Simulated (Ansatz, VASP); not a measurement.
# One calculation of PtSe2, two programs

```
Pt Se
1.0
     3.84051    0.00000    0.00000
    -1.92025    3.32598    0.00000
     0.00000    0.00000    4.96075
Pt Se
1 2
Direct
  0.00000 0.00000 0.00000
  0.33333 0.66667 0.25031
  0.66667 0.33333 0.74969
```

Change from the starting cell: epitaxial_xy strain +3.0%.

Alike in both runs: task single point; functional HSE06; k mesh 6 × 6 × 4; occupations fermi-dirac, width 0.02 eV; no spin polarisation.

```csv
,VASP,Ansatz
version,VASP 6.6.1,Ansatz 0.2.0
potentials or method,"VASP PAW PBE potentials, release 64 (Pt, Se)","plane waves, PAW"
plane-wave cutoff (eV),400,420
valence electrons in the cell,22,50
```

|  | VASP | Ansatz | Ansatz less VASP |
| --- | --- | --- | --- |
| pressure (GPa) | -4.3 | -4.1 | +0.22 |
| traceless stress, the component that is largest in VASP (GPa) | 3.98 | 3.91 | -0.066 |
| rms of the force components (eV/Å) | 0.136 | 0.133 | -0.0031 |

Atom by atom the forces differ by 0.003 eV/Å (rms over components). VASP's potentials hold 22 valence electrons a cell and Ansatz's 50, so a difference there can come from the potentials and not from the codes. Ansatz's warnings: filled band counts differ across k points, stress exchange threshold loose, stress scf threshold loose.

Spin-orbit coupling is off throughout.
